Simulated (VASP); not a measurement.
Runs of VASP 6.6.1 on BaTiO3. The structure is that of space group Pm-3m (No. 221), or close to it. The cells are those of the table. 

| task | potentials or basis | spin | cell | k mesh | cutoff (eV) | smearing | gap on the mesh (eV) | pressure (GPa) |
| --- | --- | --- | --- | --- | --- | --- | --- | --- |
| relaxation of cell and atoms | VASP PAW PBE potentials, release 64 (Ba_sv, Ti_sv, O) | off | relaxed to 12 GPa from a = 3.915 Å, 5 atoms | 8 × 8 × 8 | 600 | gaussian 0.02 eV | 2.26 | 12.0 |
| single point | VASP PAW PBE potentials, release 64 (Ba_sv, Ti_sv, O_h) | off | a = 3.914, b = 3.914, c = 4.055 Å, 5 atoms | 8 × 8 × 8 | 910 | gaussian 0.02 eV | 2.15 | 7.1 |
| single point | VASP PAW PBE potentials, release 64 (Ba_sv, Ti_sv, O_h) | off | a = 3.954, b = 3.954, c = 4.024 Å, 5 atoms | 8 × 8 × 8 | 910 | gaussian 0.02 eV | 2.15 | 4.4 |
| single point | VASP PAW PBE potentials, release 64 (Ba_sv, Ti_sv, O) | off | a = 3.994 Å, 5 atoms | 8 × 8 × 8 | 520 | gaussian 0.02 eV | 2.15 | 2.0 |
| single point | VASP PAW PBE potentials, release 64 (Ba_sv, Ti_sv, O) | off | a = 4.114, b = 3.964, c = 3.964 Å, 5 atoms | 8 × 8 × 8 | 520 | gaussian 0.02 eV | 2.05 | (b) |
| relaxation of cell and atoms | VASP PAW PBE potentials, release 64 (Ba_sv, Ti_sv, O) | off | relaxed to 25 GPa from a = 3.847 Å, 5 atoms | 8 × 8 × 8 | 600 | gaussian 0.02 eV | (c) | 25.0 |
| single point | VASP PAW PBE potentials, release 64 (Ba_sv, Ti_sv, O) | collinear | a = 4.008 Å, 5 atoms | 4 × 4 × 4 | 520 | gaussian 0.1 eV | (a) | 0.2 |

Alike in all rows: level r2SCAN.

**Question.** Fill in the values left out.

**Answer.** (a) 2.11; (b) -0.3; (c) 2.38.

Caveats: the PAW data sets were made with another functional, which shifts forces and pressure a little; spin-orbit coupling is left out, which moves the levels of the heavy elements; the cell is relaxed towards a set pressure, so the run minimises the enthalpy, not the energy (at least some runs); the cutoff is under 1.25 times the usual one of these potentials, so pressure, stress and relaxed cells hold a basis-set (Pulay) error (at least some runs); the cell stands under pressure (at least some runs).

A k mesh can miss the band edges, and the runs leave out spin-orbit coupling on Ba.
